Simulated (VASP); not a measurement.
Input of a VASP 6.6.1 run:

File INCAR:

```
PREC = Accurate
ENCUT = 500
EDIFF = 1E-7
ISMEAR = 0
SIGMA = 0.02
LREAL = False
LASPH = True
NELM = 120
ALGO = Normal
ISIF = 3
LWAVE = False
LCHARG = False
IBRION = 2
NSW = 100
EDIFFG = -0.002
GGA_COMPAT = False
NELMIN = 4
```

The input KPOINTS:

```
Automatic mesh
0
Gamma
  12 12 6
```

File POSCAR:

```
Si
1.0
    3.8200000000      0.0000000000      0.0000000000
   -1.9100000000      3.3082170425      0.0000000000
    0.0000000000      0.0000000000      6.3200000000
Si
4
Direct
    0.3333333333      0.6666666667      0.0000000000
    0.6666666667      0.3333333333      0.5000000000
    0.3333333333      0.6666666667      0.3740000000
    0.6666666667      0.3333333333      0.8740000000
```

Potentials or basis: VASP PAW LDA potentials, release 64 (Si).

Run with:

```bash
$ cat potpaw_LDA.64/Si/POTCAR > POTCAR
$ mpirun -np 1 vasp_std > vasp.out
```

Q: Estimate the relaxed volume.

A: 19.69 Å³/atom.

Q: Estimate the band gap on the k mesh.

A: 0.27 eV (least direct gap 0.99 eV).

Q: Estimate the space group after relaxing (to 0.1 Å).

A: P6_3/mmc (No. 194).

Q: Predict the relaxed cell.

A: a = 3.803 Å, b = 3.803 Å, c = 6.290 Å, α = 90.00°, β = 90.00°, γ = 120.00°.

Final structure:
```xyz
4
Lattice="3.8028 0.0000 0.0000 -1.9014 3.2933 0.0000 0.0000 0.0000 6.2901" Properties=species:S:1:pos:R:3 pbc="T T T"
Si    0.0000    2.1956    0.0002
Si    1.9014    1.0978    3.1452
Si    0.0000    2.1956    2.3523
Si    1.9014    1.0978    5.4973
```

A k mesh can miss the band edges.
